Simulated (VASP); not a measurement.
# C (I4_1/amd) in VASP: notebook

C is run at these levels: PBE; tasks: single point.

All numbers are computed with VASP 6.6.1; they aren't measurements. Logs are shortened: lines on timing, memory, paths and dates and some standing lists are left out, and cuts for length are marked.

## 1. The cell of the first run

Symmetry: I4_1/amd, No. 141, tetragonal system. Conventional cell: a = 2.462 Å, b = 2.462 Å, c = 3.571 Å, α = 90.00°, β = 90.00°, γ = 90.00°. Within 2.0 Å of C (site symmetry -4m2) lie 4 C at 1.52 Å.

## 2. Single point, PBE (strain -0.025 along x and y, +0.000 along z)

Input file INCAR:

```
PREC = Accurate ; ENCUT = 520
EDIFF = 1E-7 ; ISMEAR = 0
SIGMA = 0.05 ; LREAL = F
LASPH = T ; NELM = 80
ALGO = Normal ; ISIF = 2
LWAVE = F ; LCHARG = F
GGA = PE ; NBANDS = 11
```

Input file KPOINTS:

```
regular mesh
0
Gamma
  12 12 12
```

Input file POSCAR:

```
C
1.0
    0.0000000000      1.7410940939      1.7857375322
    1.7410940939      0.0000000000      1.7857375322
    1.7410940939      1.7410940939      0.0000000000
C
2
Direct
    0.5000000000      0.5000000000      0.5000000000
    0.7500000000      0.7500000000      0.7500000000
```

Potentials or basis: VASP PAW PBE potentials, release 64 (C).

The run is started by

```bash
$ cat potpaw_PBE.64/C/POTCAR > POTCAR
$ mpirun -np 1 vasp_std > vasp.out
```

OUTCAR:

```text
PREC = Accurate
   ENCUT = 520
   EDIFF = 1E-7
   ISMEAR = 0
   LREAL = F
   LASPH = T
   NELM = 80
   ISIF = 2
   GGA = PE

 ion  position               nearest neighbor table
   1  0.500  0.500  0.500-   2 1.52   2 1.52   2 1.52   2 1.52
   2  0.750  0.750  0.750-   1 1.52   1 1.52   1 1.52   1 1.52

  LATTYP: Found a body centered tetragonal cell.
 ALAT       =     2.4622788810
 C/A-ratio  =     1.4504754486

  Lattice vectors:

 A1 = (  -1.7410940939,   0.0000000000,   1.7857375322)
 A2 = (   1.7410940939,   0.0000000000,   1.7857375322)
 A3 = (   0.0000000000,   1.7410940939,  -1.7857375322)

Analysis of symmetry for initial positions (statically):
=====================================================================
 Subroutine PRICEL returns:
 Original cell was already a primitive cell.

 Routine SETGRP: Setting up the symmetry group for a
 body centered tetragonal supercell.

 Subroutine GETGRP returns: Found 16 space group operations
 (whereof  8 operations were pure point group operations)
 out of a pool of 16 trial point group operations.

The static configuration has the point symmetry D_2d.
 The point group associated with its full space group is D_4h.

Analysis of symmetry for dynamics (positions and initial velocities):
=====================================================================
 Subroutine PRICEL returns:
 Original cell was already a primitive cell.

 Routine SETGRP: Setting up the symmetry group for a
 body centered tetragonal supercell.

 Subroutine GETGRP returns: Found 16 space group operations
 (whereof  8 operations were pure point group operations)
 out of a pool of 16 trial point group operations.

The dynamic configuration has the point symmetry D_2d.
 The point group associated with its full space group is D_4h.

 Subroutine INISYM returns: Found 16 space group operations
 (whereof  8 operations are pure point group operations),
 and found     1 'primitive' translations

----------------------------------------------------------------------------------------

                                     Primitive cell

  volume of cell :      10.8266

  direct lattice vectors                    reciprocal lattice vectors
     0.000000000  1.741094094  1.785737532    -0.287175749  0.287175749  0.279996355
     1.741094094  0.000000000  1.785737532     0.287175749 -0.287175749  0.279996355
     1.741094094  1.741094094  0.000000000     0.287175749  0.287175749 -0.279996355

  length of vectors
     2.494046346  2.494046346  2.462278881     0.493292793  0.493292793  0.493292793

  position of ions in fractional coordinates (direct lattice)
[... 83 lines left out ...]
   IBRION =     -1    ionic relax: 0-MD 1-quasi-New 2-CG
   NFREE  =      0    steps in history (QN), initial steepest desc. (CG)
   ISIF   =      2    stress and relaxation
   ISYM   =      2    0-nonsym 1-usesym 2-fastsym
   POTIM  = 0.5000    time-step for ionic-motion
   TEBEG  =    0.0;   TEEND  =   0.0 temperature during run
   PSTRESS=    0.0 pullay stress
   NELECT =       8.0000    total number of electrons
   NUPDOWN=      -1.0000    fix difference up-down
   EMIN   =  10.00;   EMAX   =-10.00  energy-range for DOS
   EFERMI =   0.00;   METHOD = LEGACY
   ISMEAR =     0;   SIGMA  =   0.05  broadening in eV -4-tet -1-fermi 0-gaus
   EFERMI_NEDOS =   21; number of points for ismear=-14 and -15
   IALGO  =     38    algorithm
   IMIX   =      4    mixing-type and parameters
     AMIX     =   0.40;   BMIX     =  1.00
     AMIX_MAG =   1.60;   BMIX_MAG =  1.00
  volume/ion in A,a.u.               =       5.41        36.53
  Fermi-wavevector in a.u.,A,eV,Ry     =   1.480042  2.796874 29.803904  2.190525
  Thomas-Fermi vector in A             =   2.594125
   LORBIT       =      0    0 simple, 1 ext, 2 COOP (PROOUT), +10 PAW based schemes
   GGA     = PE    functional components
   LHFCALC =     F    Hartree Fock is set to
   AEXX    =    0.0000 exact exchange contribution
   IVDW    =     0    specifies the selected vdW correction
   LEPSILON=     F    determine dielectric tensor
   LRPA    =     F    only Hartree local field effects (RPA)
 non-spin polarized calculation
 Gauss-broadening in eV      SIGMA  =   0.05
  energy-cutoff  :      520.00
  volume of cell :       10.83
 maximum number of plane-waves:       302
   NGX =  9   NGY =  9   NGZ =  9

 number of electron       8.0000000 magnetization

 Free energy of the ion-electron system (eV)
  ---------------------------------------------------
  ext. energy  EPLUGINS =         0.00000000
  ---------------------------------------------------
  free energy    TOTEN  =       -18.12714261 eV

  energy without entropy =      -18.12714261  energy(sigma->0) =      -18.12714261

 E-fermi :  10.7653     XC(G=0): -13.4874

 val. band max:       10.5531521088   @ k =   0.0000   0.0000   0.0000
 cond. band min:      14.4831613264   @ k =   0.3333   0.0000   0.3333
 fundamental gap:      3.9300092176
 Fermi energy:        10.7653161276

 k-point     1 :       0.0000    0.0000    0.0000
  band No.  band energies     occupation
      1     -11.6969      2.00000
      2      10.1473      2.00000
      3      10.5532      2.00000
      4      10.5532      2.00000
      5      16.0364      0.00000
      6      16.0364      0.00000
      7      16.3568      0.00000
      8      24.8242      0.00000
      9      30.3274      0.00000
     10      36.6979      0.00000
     11      37.5645      0.00000
[... 309 lines left out ...]
 k-point    24 :      -0.4167    0.1667    0.0000
  band No.  band energies     occupation
      1      -5.2079      2.00000
      2      -2.6461      2.00000
      3       4.4709      2.00000
      4       6.9271      2.00000
      5      18.4734      0.00000
      6      20.9979      0.00000
      7      22.0012      0.00000
      8      26.5014      0.00000
      9      30.5675      0.00000
     10      35.1684      0.00000
     11      35.8206      0.00000

 [... further k-points ...]
[... 5 lines left out ...]
  --------------------------------------------------------------------------------------
  -------------------------------------------------------------------------------------
  Total        2.2608901      2.2608901      0.5455883      0.0000000      0.0000000      0.0000000
  in kB      334.5784188    334.5784188     80.7390294      0.0000000      0.0000000      0.0000000
  external PRESSURE =     249.9652890 kB  Pullay stress =       0.0000000 kB

 VOLUME and BASIS-vectors are now :
 -----------------------------------------------------------------------------
  energy-cutoff  :      520.00
  volume of cell :       10.83
      direct lattice vectors                 reciprocal lattice vectors
     0.000000000  1.741094094  1.785737532    -0.287175749  0.287175749  0.279996355
     1.741094094  0.000000000  1.785737532     0.287175749 -0.287175749  0.279996355
     1.741094094  1.741094094  0.000000000     0.287175749  0.287175749 -0.279996355

 POSITION                                       TOTAL-FORCE (eV/Angst)
 -----------------------------------------------------------------------------------
      1.74109      1.74109      1.78574         0.000000      0.000000      0.000000
      2.61164      2.61164      2.67861        -0.000000     -0.000000     -0.000000
 -----------------------------------------------------------------------------------
    total drift:                                0.000000     -0.000000      0.000000

  FREE ENERGIE OF THE ION-ELECTRON SYSTEM (eV)
  ---------------------------------------------------
  free  energy   TOTEN  =       -18.1271426097 eV

  energy  without entropy=      -18.1271426097  energy(sigma->0) =      -18.12714261
```

stdout:

```text
POSCAR found type information on POSCAR C
 POSCAR found :  1 types and       2 ions
 scaLAPACK will be used
 LDA part: xc-table for (Slater+PW92), standard interpolation
 POSCAR, INCAR and KPOINTS ok, starting setup
 FFT: planning ... GRIDC
 FFT: planning ... GRID_SOFT
 FFT: planning ... GRID
 WAVECAR not read
 entering main loop
```

It took 6.4 s on 1 thread of Intel Xeon 6975P-C (Granite Rapids), shared host; peak memory 0.12 GiB.

What came out:

| Item | Value |
| --- | --- |
| Free energy | -18.1271 eV |
| Pressure | 25.0 GPa |
| Band gap on the k mesh | 3.93 eV, indirect (least direct gap 5.48 eV) |

Stress tensor (GPa, compression positive):
```
33.46  0.00  0.00
 0.00 33.46  0.00
 0.00  0.00  8.07
```

Caveat: the cell differs from its parent crystal (strain -0.025 along x and y, +0.000 along z). A k mesh can miss the band edges.

## 3. Single point, PBE (strain +0.000 along x and y, -0.025 along z)

Input file INCAR:

```
PREC = Accurate
ENCUT = 520
EDIFF = 1E-6
ISMEAR = 0
SIGMA = 0.05
LREAL = False
LASPH = True
NELM = 100
ALGO = Normal
ISIF = 2
LWAVE = False
LCHARG = False
GGA = PE
NBANDS = 11
```

KPOINTS is that of step 2.

Input file POSCAR:

```
C
1.0
    0.0000000000      1.7857375322      1.7410940939
    1.7857375322      0.0000000000      1.7410940939
    1.7857375322      1.7857375322      0.0000000000
C
2
Direct
    0.5000000000      0.5000000000      0.5000000000
    0.7500000000      0.7500000000      0.7500000000
```

Potentials or basis: VASP PAW PBE potentials, release 64 (C).

The run is started by

```bash
$ cat potpaw_PBE.64/C/POTCAR > POTCAR
$ mpirun -np 1 vasp_std > vasp.out
```

Wall time 6.8 s (1 thread of Intel Xeon 6975P-C (Granite Rapids), shared host); peak memory 0.12 GiB.

The run converged. Its results:

```yaml
Free_energy: -18.1602 eV
Pressure: 12.3 GPa
Band_gap_on_the_k_mesh: 3.56 eV, indirect (least direct gap 5.19 eV)
```

Stress tensor (GPa, compression positive):
```
 4.49  0.00  0.00
 0.00  4.49  0.00
 0.00  0.00 27.94
```

Levels at points of the mesh, in eV from the valence-band top:
| k point | band 1 | band 2 | band 3 | band 4 | band 5 | band 6 | band 7 | band 8 | band 9 |
| --- | --- | --- | --- | --- | --- | --- | --- | --- | --- |
| (0.00, 0.00, 0.00) | -22.02 | -0.38 | -0.38 | 0.00 | 5.19 | 5.51 | 5.51 | 13.56 | 19.32 |
| (0.50, 0.00, 0.00) | -16.12 | -13.86 | -3.33 | -2.88 | 8.12 | 8.18 | 9.18 | 15.65 | 21.94 |
| (0.50, 0.50, 0.00) | -12.90 | -12.90 | -6.93 | -6.93 | 4.15 | 4.15 | 16.97 | 16.97 | 23.63 |
| (0.50, 0.00, 0.50) | -13.30 | -13.30 | -6.55 | -6.55 | 4.76 | 4.76 | 16.81 | 16.81 | 23.23 |

Caveat: the cell differs from its parent crystal (strain +0.000 along x and y, -0.025 along z).
